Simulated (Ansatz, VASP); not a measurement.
Sn: VASP beside Ansatz

File INCAR:

```
SYSTEM = Sn
PREC = Accurate
ENCUT = 520
EDIFF = 1E-7
ISMEAR = -1
SIGMA = 0.05
LREAL = .FALSE.
LASPH = .TRUE.
NELM = 100
ALGO = Normal
ISIF = 2
LWAVE = .FALSE.
LCHARG = .FALSE.
GGA = CA
NBANDS = 13
```

File KPOINTS:

```
Automatic mesh
0
G
  11 11 11
  0 0 0
```

POSCAR

```
Sn
1.0
   -1.7604013028      1.8103704880      2.3842034864
    1.7604013028     -1.8103704880      2.3842034864
    1.7604013028      1.8103704880     -2.3842034864
Sn
1
Direct
    0.0000000000      0.0000000000      0.0000000000
```

The input input.yaml:

```yaml
crystal:
  lattice:
    - [-1.7604013028, 1.810370488, 2.3842034864]
    - [1.7604013028, -1.810370488, 2.3842034864]
    - [1.7604013028, 1.810370488, -2.3842034864]
  atoms:
    - { symbol: Sn, position: [0.0, 0.0, 0.0] }
kpoints:
  mp_grid: { grid: [11, 11, 11] }
scf:
  occupations: { method: fermi_dirac, width: 0.05 }
hamiltonian:
  xc: lda
  pseudopotentials: { kind: all_electron, lapw: { basis_error: 0.001 } }
output:
  forces: true
  stress: true
  eigenvalues: true
```

Change from the starting cell: volume scaled by 1.06.

Alike in both runs: task single point; functional LDA; k mesh 11 × 11 × 11; occupations fermi-dirac, width 0.05 eV; no spin polarisation.

|  | VASP | Ansatz |
| --- | --- | --- |
| version | VASP 6.6.1 | Ansatz 0.2.0 |
| potentials or method | VASP PAW LDA potentials, release 64 (Sn_d), cutoff 520 eV | all-electron LAPW, scalar-relativistic |

|  | VASP | Ansatz | Ansatz less VASP |
| --- | --- | --- | --- |
| gap on the k mesh at the Fermi level (eV) | none | none | - |
| pressure (GPa) | -6.6 | -6.6 | +0.04 |
| traceless stress, the component that is largest in VASP (GPa) | -0.90 | -0.90 | -0.006 |

LDA's correlation is that of Perdew and Zunger in VASP and of Perdew and Wang (1992) in Ansatz. A gap of «none» marks a metal or a gap that the smearing closes. Ansatz ran all-electron here, and VASP with PAW potentials.
